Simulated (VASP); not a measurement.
# Fe (P6_3/mmc) in VASP: further runs, part 3 of 3

VASP 6.6.1. Earlier steps stand in the parts before.

## 5. Electric field gradients, PBEsol (volume scaled by 0.9405)

File INCAR:

```
SYSTEM = Fe
PREC     = Accurate       ! precision mode
ENCUT    = 520            ! plane-wave cutoff, eV
EDIFF    = 1E-8           ! SCF threshold, eV
ISMEAR   = -1             ! smearing method
SIGMA    = 0.08           ! smearing width, eV
LREAL    = .FALSE.        ! projectors in reciprocal space
LASPH    = .TRUE.         ! aspherical terms in the spheres
NELM     = 60             ! most SCF steps
ALGO     = Normal         ! electronic algorithm
ISIF     = 2              ! what is computed and relaxed
LWAVE    = .FALSE.        ! write WAVECAR
LCHARG   = .FALSE.        ! write CHGCAR
GGA      = PS             ! functional
LEFG     = .TRUE.       
NBANDS   = 15             ! bands
```

File KPOINTS:

```
regular mesh
0
G
  17 17 10
  0 0 0
```

File POSCAR:

```
Fe
1.0
    2.3848896599      0.0000000000      0.0000000000
   -1.1924448299      2.0653750307      0.0000000000
    0.0000000000      0.0000000000      3.7641728074
Fe
2
Direct
    0.3333333333      0.6666666667      0.2500000000
    0.6666666667      0.3333333333      0.7500000000
```

Potentials or basis: VASP PAW PBE potentials, release 64 (Fe).

On the command line:

```sh
$ cat potpaw_PBE.64/Fe/POTCAR > POTCAR
$ mpirun -np 1 vasp_std > vasp.out
```

OUTCAR:

```text
SYSTEM = Fe
   PREC = Accurate
   ENCUT = 520
   EDIFF = 1E-8
   ISMEAR = -1
   LREAL = .FALSE.
   LASPH = .TRUE.
   NELM = 60
   ISIF = 2
   GGA = PS

 ion  position               nearest neighbor table
   1  0.333  0.667  0.250-   2 2.33   2 2.33   2 2.33   2 2.33   2 2.33   2 2.33
   2  0.667  0.333  0.750-   1 2.33   1 2.33   1 2.33   1 2.33   1 2.33   1 2.33

  LATTYP: Found a hexagonal cell.
 ALAT       =     2.3848896599
 C/A-ratio  =     1.5783425417

  Lattice vectors:

 A1 = (   2.3848896599,   0.0000000000,   0.0000000000)
 A2 = (  -1.1924448299,   2.0653750307,   0.0000000000)
 A3 = (   0.0000000000,   0.0000000000,   3.7641728074)

Analysis of symmetry for initial positions (statically):
=====================================================================
 Subroutine PRICEL returns:
 Original cell was already a primitive cell.

 Routine SETGRP: Setting up the symmetry group for a
 hexagonal supercell.
[... 623 lines left out ...]
  volume of cell :       18.54
      direct lattice vectors                 reciprocal lattice vectors
     2.384889660  0.000000000  0.000000000     0.419306611  0.242086785  0.000000000
    -1.192444830  2.065375031  0.000000000     0.000000000  0.484173569  0.000000000
     0.000000000  0.000000000  3.764172807     0.000000000  0.000000000  0.265662617

 POSITION                                       TOTAL-FORCE (eV/Angst)
 -----------------------------------------------------------------------------------
     -0.00000      1.37692      0.94104         0.000000      0.000000      0.000000
      1.19244      0.68846      2.82313        -0.000000      0.000000      0.000000
 -----------------------------------------------------------------------------------
    total drift:                                0.000000     -0.000000     -0.000000

  FREE ENERGIE OF THE ION-ELECTRON SYSTEM (eV)
  ---------------------------------------------------
  free  energy   TOTEN  =       -17.8302990215 eV

  energy  without entropy=      -17.7814610117  energy(sigma->0) =      -17.80588002

 Electric field gradients (V/A^2)
---------------------------------------------------------------------
 ion       V_xx      V_yy      V_zz      V_xy      V_xz      V_yz
---------------------------------------------------------------------
   1       4.551     4.552    -9.103     0.001     0.000    -0.000
   2       4.551     4.552    -9.103     0.001    -0.000     0.000
---------------------------------------------------------------------

 Electric field gradients after diagonalization (V/A^2)
 (convention: |V_zz| > |V_xx| > |V_yy|)
----------------------------------------------------------------------
 ion       V_xx      V_yy      V_zz     asymmetry (V_yy - V_xx)/ V_zz
----------------------------------------------------------------------
   1       4.552     4.550    -9.103       0.000
   2       4.552     4.550    -9.103       0.000
----------------------------------------------------------------------

           NMR quadrupolar parameters

 Cq : quadrupolar parameter    Cq=e*Q*V_zz/h
 eta: asymmetry parameters     (V_yy - V_xx)/ V_zz
 Q  : nuclear electric quadrupole moment in mb (millibarn)
----------------------------------------------------------------------
 ion       Cq(MHz)       eta       Q (mb)
----------------------------------------------------------------------
   1      -0.022       0.000       1.000
   2      -0.022       0.000       1.000
----------------------------------------------------------------------
```

OSZICAR:

```text
N       E                     dE             d eps       ncg     rms          rms(c)
DAV:   1     0.743658321840E+02    0.74366E+02   -0.72353E+03  6092   0.146E+03
DAV:   2    -0.191556461297E+02   -0.93521E+02   -0.83375E+02  5940   0.247E+02
DAV:   3    -0.211543234646E+02   -0.19987E+01   -0.19318E+01  7193   0.523E+01
DAV:   4    -0.211662175289E+02   -0.11894E-01   -0.11893E-01  7102   0.344E+00
DAV:   5    -0.211663684407E+02   -0.15091E-03   -0.15091E-03  7263   0.384E-01    0.204E+01
DAV:   6    -0.180096556858E+02    0.31567E+01   -0.11320E+01  6682   0.739E+01    0.156E+00
DAV:   7    -0.178758122327E+02    0.13384E+00   -0.59889E-01  7207   0.150E+01    0.117E+00
DAV:   8    -0.178431170390E+02    0.32695E-01   -0.36305E-03  9060   0.887E-01    0.562E-01
DAV:   9    -0.178302798539E+02    0.12837E-01   -0.23923E-03  8529   0.589E-01    0.603E-02
DAV:  10    -0.178303070212E+02   -0.27167E-04   -0.12394E-04  7632   0.179E-01    0.327E-02
DAV:  11    -0.178302981308E+02    0.88904E-05   -0.67259E-06  8070   0.579E-02    0.419E-03
DAV:  12    -0.178302986942E+02   -0.56339E-06   -0.36520E-07  6766   0.720E-03    0.190E-03
DAV:  13    -0.178302989396E+02   -0.24542E-06   -0.64381E-09  5119   0.149E-03    0.251E-04
DAV:  14    -0.178302990258E+02   -0.86190E-07   -0.17856E-09  3684   0.440E-04    0.608E-05
DAV:  15    -0.178302990215E+02    0.43144E-08   -0.20766E-10  3474   0.172E-04
   1 F= -.17830299E+02 E0= -.17805880E+02  d E =-.488380E-01
```

stdout:

```text
POSCAR found type information on POSCAR Fe
 POSCAR found :  1 types and       2 ions
 scaLAPACK will be used
 -----------------------------------------------------------------------------
|                                                                             |
|                                                                             |
|     You enforced a specific xc type in the INCAR file but a different       |
|     I HOPE YOU KNOW WHAT YOU ARE DOING!                                     |
|                                                                             |
 -----------------------------------------------------------------------------

 LDA part: xc-table for (Slater+PW92), standard interpolation
 POSCAR, INCAR and KPOINTS ok, starting setup
 FFT: planning ... GRIDC
 FFT: planning ... GRID_SOFT
 FFT: planning ... GRID
 WAVECAR not read
 entering main loop
ion   1

ion   2
```

It took 31 s on 1 thread of AMD EPYC 9R14 (Zen 4), shared host; peak memory 0.13 GiB.

What came out:

- Free energy: -17.8303 eV
- Pressure: 20.6 GPa
- Band gap on the k mesh: zero (band 8 reaches 8.84 eV, above the bottom of band 9 at 6.73 eV)

Stress tensor (GPa, compression positive):
```
20.07  0.00  0.00
 0.00 20.07  0.00
 0.00  0.00 21.82
```

Electric field gradients, principal values (V/Å²):
```csv
atom,least,middle,greatest (by size)
1 Fe,4.550,4.552,-9.103
2 Fe,4.550,4.552,-9.103
```

Caveat: without QUAD_EFG the Cq values of the log hold for a quadrupole moment of 1 mb, not for the nuclei; the PAW data sets were made with another functional, which shifts forces and pressure a little; the run has no spin polarisation, though such a crystal can be magnetic.
